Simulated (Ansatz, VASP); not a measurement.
Au: VASP beside Ansatz

Contents of INCAR:

```
PREC     = Accurate       # precision mode
ENCUT    = 400            # plane-wave cutoff, eV
EDIFF    = 1E-8           # SCF threshold, eV
ISMEAR   = -1             # smearing method
SIGMA    = 0.03           # smearing width, eV
LREAL    = False          # projectors in reciprocal space
LASPH    = True           # aspherical terms in the spheres
NELM     = 120            # most SCF steps
ALGO     = Normal         # electronic algorithm
ISIF     = 2              # what is computed and relaxed
LWAVE    = False          # write WAVECAR
LCHARG   = False          # write CHGCAR
LEFG     = True         
NBANDS   = 26             # bands
GGA_COMPAT= False
```

Contents of KPOINTS:

```
Automatic mesh
0
Gamma
  14 14 8
```

File POSCAR:

```
Au
1.0
    2.9381606606      0.0000000000      0.0000000000
   -1.4690803303      2.5445217725      0.0000000000
    0.0000000000      0.0000000000      4.9442178906
Au
2
Direct
    0.3333333333      0.6666666667      0.7500000000
    0.6666666667      0.3333333333      0.2500000000
```

Input for Ansatz:

```yaml
crystal:
  lattice:
    - [2.9381606606, 0.0, 0.0]
    - [-1.4690803303, 2.5445217725, 0.0]
    - [0.0, 0.0, 4.9442178906]
  atoms:
    - { symbol: Au, position: [0.3333333333, 0.6666666667, 0.75] }
    - { symbol: Au, position: [0.6666666667, 0.3333333333, 0.25] }
kpoints:
  mp_grid: { grid: [14, 14, 8] }
scf:
  occupations: { method: fermi_dirac, width: 0.03 }
hamiltonian:
  xc: lda
  pseudopotentials: { kind: paw }
output:
  forces: true
  stress: true
  eigenvalues: true
  efg: { contact_densities: true }
```

Change from the starting cell: volume scaled by 1.04, PAW files.

Alike in both runs: task electric field gradients; functional LDA; k mesh 14 × 14 × 8; occupations fermi-dirac, width 0.03 eV; no spin polarisation.

|  | VASP | Ansatz |
| --- | --- | --- |
| version | VASP 6.6.1 | Ansatz 0.2.0 |
| potentials or method | VASP PAW LDA potentials, release 64 (Au_sv_GW) | PAW with Ansatz's default frozen-core files, scalar-relativistic |
| plane-wave cutoff (eV) | 400 | 420 |
| valence electrons in the cell | 38 | 38 |

```csv
,VASP,Ansatz,Ansatz less VASP
size of Vzz on the site where it differs most (V/Å²),11.9,6.3,-5.55
```

LDA's correlation is that of Perdew and Zunger in VASP and of Perdew and Wang (1992) in Ansatz.

Neither program's run includes spin-orbit coupling.
